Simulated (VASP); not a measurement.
# Ge in VASP: single point with AM05

Aim: the single point of Ge with AM05.

All numbers are computed with VASP 6.6.1; they aren't measurements. Logs are shortened: lines on timing, memory, paths and dates and some standing lists are left out, and cuts for length are marked.

## 1. The cell of the first run

The cell holds a sheet with vacuum, 2 atoms: a = 4.050 Å, b = 4.050 Å, c = 16.688 Å, α = 90.00°, β = 90.00°, γ = 60.00°.

## 2. Single point, AM05

POSCAR reads:

```
Ge
1.0
    4.0504045371      0.0000000000      0.0000000000
    2.0252022685      3.5077532247      0.0000000000
    0.0000000000      0.0000000000     16.6882282468
Ge
2
Direct
    0.0000000000      0.0000000000      0.5206201712
    0.6666666667      0.6666666667      0.4793798288
```

INCAR.step1 reads:

```
SYSTEM = Ge
LDIPOL = .TRUE. ; IDIPOL = 3
DIPOL = 0.5 0.5 0.500 ; ISMEAR = 0
SIGMA = 0.03 ; LWAVE = .TRUE.
LCHARG = .TRUE. ; ISIF = 0
NELM = 100 ; ALGO = Normal
PREC = Accurate ; LASPH = .TRUE.
LREAL = .FALSE. ; EDIFF = 1E-5
GGA_COMPAT = .FALSE. ; ENCUT = 410
EFERMI = MIDGAP ; NELMDL = -8
GGA = PE
```

INCAR.step2 reads:

```
SYSTEM = Ge
GGA = AM ; LDIPOL = .TRUE.
IDIPOL = 3 ; DIPOL = 0.5 0.5 0.500
ISMEAR = 0 ; SIGMA = 0.03
LWAVE = .FALSE. ; LCHARG = .FALSE.
ISIF = 0 ; NELM = 100
ALGO = All ; PREC = Accurate
LASPH = .TRUE. ; LREAL = .FALSE.
EDIFF = 1E-6 ; GGA_COMPAT = .FALSE.
ENCUT = 410 ; EFERMI = MIDGAP
NELMDL = -8 ; ISTART = 1
ISEARCH = 1
```

KPOINTS reads:

```
k-points
0
Gamma
  5 5 1
```

Potentials or basis: VASP PAW PBE potentials, release 64 (Ge_d).

Launch:

```sh
cat potpaw_PBE.64/Ge_d/POTCAR > POTCAR
cp INCAR.step1 INCAR
mpirun -np 1 vasp_std > vasp.out
cp INCAR.step2 INCAR
mpirun -np 1 vasp_std > vasp.out
```

OUTCAR:

```text
SYSTEM = Ge
   GGA = AM
   ISMEAR = 0
   ISIF = 0
   NELM = 100
   PREC = Accurate
   LASPH = .TRUE.
   LREAL = .FALSE.
   EDIFF = 1E-6
   ENCUT = 410
   EFERMI = MIDGAP
   NELMDL = -8
   ISTART = 1

 Found      5 irreducible k-points:

 Following reciprocal coordinates:
            Coordinates               Weight
  0.000000  0.000000  0.000000      1.000000
  0.200000  0.000000  0.000000      6.000000
  0.400000  0.000000  0.000000      6.000000
  0.400000  0.200000  0.000000      6.000000
 -0.400000  0.200000  0.000000      6.000000
   k-points           NKPTS =      5   k-points in BZ     NKDIM =      5   number of bands    NBANDS=     18
   number of dos      NEDOS =    301   number of ions     NIONS =      2
   total plane-waves  NPLWV =  87808
   dimension x,y,z NGX =    28 NGY =   28 NGZ =  112
   dimension x,y,z NGXF=    56 NGYF=   56 NGZF=  224
   ions per type =               2
   NGX,Y,Z   is equivalent  to a cutoff of  11.49, 11.49, 11.16 a.u.
   NGXF,Y,Z  is equivalent  to a cutoff of  22.98, 22.98, 22.31 a.u.
 SYSTEM =  Ge
   PREC   = accura    normal or accurate (medium, high low for compatibility)
   ISTART =      1    job   : 0-new  1-cont  2-samecut
   ICHARG =      0    charge: 1-file 2-atom 10-const
   ISPIN  =      1    spin polarized calculation?
   LNONCOLLINEAR =      F non collinear calculations
   LSORBIT =      F    spin-orbit coupling
   LASPH  =      T    aspherical Exc in radial PAW
   ENCUT  =  410.0 eV  30.13 Ry    5.49 a.u.   6.69  6.69 27.55*2*pi/ulx,y,z
   NELM   =    100;   NELMIN=  2; NELMDL= -8     # of ELM steps
   EDIFF  = 0.1E-05   stopping-criterion for ELM
   LREAL  =      F    real-space projection
   EDIFFG = 0.1E-04   stopping-criterion for IOM
   NSW    =      0    number of steps for IOM
   IBRION =     -1    ionic relax: 0-MD 1-quasi-New 2-CG
   NFREE  =      0    steps in history (QN), initial steepest desc. (CG)
   ISIF   =      0    stress and relaxation
   ISYM   =      2    0-nonsym 1-usesym 2-fastsym
   POTIM  = 0.5000    time-step for ionic-motion
   TEBEG  =    0.0;   TEEND  =   0.0 temperature during run

   SCALEE = 1.0000    scale energy and forces
   PSTRESS=    0.0 pullay stress
   NELECT =      28.0000    total number of electrons
   NUPDOWN=      -1.0000    fix difference up-down
   EMIN   =  10.00;   EMAX   =-10.00  energy-range for DOS
   EFERMI =   0.00;   METHOD = MIDGAP
   ISMEAR =     0;   SIGMA  =   0.03  broadening in eV -4-tet -1-fermi 0-gaus
   EFERMI_NEDOS =   21; number of points for ismear=-14 and -15
   IALGO  =     58    algorithm
   IMIX   =      4    mixing-type and parameters
     AMIX     =   0.40;   BMIX     =  1.00
     AMIX_MAG =   1.60;   BMIX_MAG =  1.00
  volume/ion in A,a.u.               =     118.55       800.03
  Fermi-wavevector in a.u.,A,eV,Ry     =   0.803184  1.517797  8.777176  0.645104
  Thomas-Fermi vector in A             =   1.911003
   LORBIT       =      0    0 simple, 1 ext, 2 COOP (PROOUT), +10 PAW based schemes
   GGA     = AM    functional components
   LHFCALC =     F    Hartree Fock is set to
   AEXX    =    0.0000 exact exchange contribution
   IVDW    =     0    specifies the selected vdW correction
   LEPSILON=     F    determine dielectric tensor
   LRPA    =     F    only Hartree local field effects (RPA)

   CSHIFT  =0.1000    complex shift for real part using Kramers Kronig

   OMEGAMAX=  -1.0    maximum frequency
 non-spin polarized calculation
 Gauss-broadening in eV      SIGMA  =   0.03
  energy-cutoff  :      410.00
  volume of cell :      237.10
 maximum number of plane-waves:      4507
   NGX = 13   NGY = 13   NGZ = 55

 number of electron      27.9999973 magnetization

 DIPCOR: dipole corrections for dipol
 direction  3 min pos     1,
 dipolmoment           0.000000      0.000000     -0.000000 electrons x Angstroem
 Tr[quadrupol]       -51.120656

 energy correction for charged system         0.000000 eV

 dipol+quadrupol energy correction           -0.000000 eV

 added-field ion interaction          0.000000 eV  (added to PSCEN)

 Free energy of the ion-electron system (eV)
  ---------------------------------------------------
  ext. energy  EPLUGINS =         0.00000000
  ---------------------------------------------------
  free energy    TOTEN  =        -8.29444461 eV

  energy without entropy =       -8.29444107  energy(sigma->0) =       -8.29444284

 E-fermi :  -3.0880     XC(G=0):  -4.6476

 val. band max:       -3.1652065826   @ k =   0.0000   0.0000   0.0000
 cond. band min:      -3.3988919454   @ k =   0.0000   0.0000   0.0000
 fundamental gap:     -0.2336853628
 Fermi energy:        -3.0879613269

 k-point     1 :       0.0000    0.0000    0.0000
  band No.  band energies     occupation
      1     -27.1913      2.00000
      2     -27.1913      2.00000
      3     -27.1507      2.00000
      4     -27.1470      2.00000
      5     -27.1470      2.00000
      6     -27.0855      2.00000
[... 10 lines left out ...]
     17       0.2284      0.00000
     18       1.1287      0.00000

 k-point     2 :       0.2000    0.0000    0.0000
  band No.  band energies     occupation
      1     -27.2067      2.00000
      2     -27.2012      2.00000
      3     -27.1723      2.00000
      4     -27.1315      2.00000
      5     -27.1184      2.00000
      6     -27.0606      2.00000
[... 10 lines left out ...]
     17      -0.6784      0.00000
     18      -0.2492      0.00000

 k-point     3 :       0.4000    0.0000    0.0000
  band No.  band energies     occupation
      1     -27.2118      2.00000
      2     -27.2082      2.00000
      3     -27.1943      2.00000
      4     -27.1170      2.00000
      5     -27.1055      2.00000
      6     -27.0323      2.00000
[... 10 lines left out ...]
     17      -0.8858      0.00000
     18       1.4084      0.00000

 k-point     4 :       0.4000    0.2000    0.0000
  band No.  band energies     occupation
      1     -27.2168      2.00000
      2     -27.2089      2.00000
      3     -27.1884      2.00000
      4     -27.1239      2.00000
      5     -27.0842      2.00000
      6     -27.0386      2.00000
[... 10 lines left out ...]
     17       1.0497      0.00000
     18       1.5381      0.00000

 k-point     5 :      -0.4000    0.2000    0.0000
  band No.  band energies     occupation
      1     -27.2250      2.00000
      2     -27.2050      2.00000
      3     -27.2019      2.00000
      4     -27.1116      2.00000
      5     -27.0724      2.00000
      6     -27.0384      2.00000
[... 10 lines left out ...]
     17       1.1712      0.00000
     18       2.1399      0.00000

------------------------ aborting loop because EDIFF is reached ----------------------------------------

 vacuum level on the upper side and lower side of the slab       (xc-potential included)        -6.091        -6.085

 VOLUME and BASIS-vectors are now :
 -----------------------------------------------------------------------------
  energy-cutoff  :      410.00
  volume of cell :      237.10
      direct lattice vectors                 reciprocal lattice vectors
     4.050404537  0.000000000  0.000000000     0.246888920 -0.142541384  0.000000000
     2.025202269  3.507753225  0.000000000     0.000000000  0.285082768  0.000000000
     0.000000000  0.000000000 16.688228247     0.000000000  0.000000000  0.059922479

 POSITION                                       TOTAL-FORCE (eV/Angst)
 -----------------------------------------------------------------------------------
      0.00000      0.00000      8.68823        -0.000000     -0.000000     -0.195101
      4.05040      2.33850      8.00000         0.000000      0.000000      0.195101
 -----------------------------------------------------------------------------------
    total drift:                                0.000003      0.000002      0.000091

  FREE ENERGIE OF THE ION-ELECTRON SYSTEM (eV)
  ---------------------------------------------------
  free  energy   TOTEN  =        -8.2944446059 eV

  energy  without entropy=       -8.2944408444  energy(sigma->0) =       -8.29444273

 vacuum level on the upper side and lower side of the slab        -4.294        -4.289
```

Wall time 5.3 min (1 thread of Intel Xeon Platinum 8259CL at 2.50GHz (Skylake/Cascade Lake), shared host); peak memory 0.27 GiB.

What came out:

- Free energy: -8.2944 eV
- Largest force: 0.195 eV/Å
- Band gap on the k mesh: zero (bands 14 and 15 overlap by 0.23 eV)

Forces in eV/Å, atoms in the order of the input:
```
Ge   0.000  0.000 -0.195
Ge   0.000  0.000  0.195
```

Levels at points of the mesh, in eV from the Fermi level:
```
           k point  band 12  band 13  band 14  band 15  band 16  band 17
(0.00, 0.00, 0.00)    -3.12    -0.08    -0.08    -0.31     0.84     3.32
```

Caveat: the PAW data sets were made with another functional, which shifts forces and pressure a little.
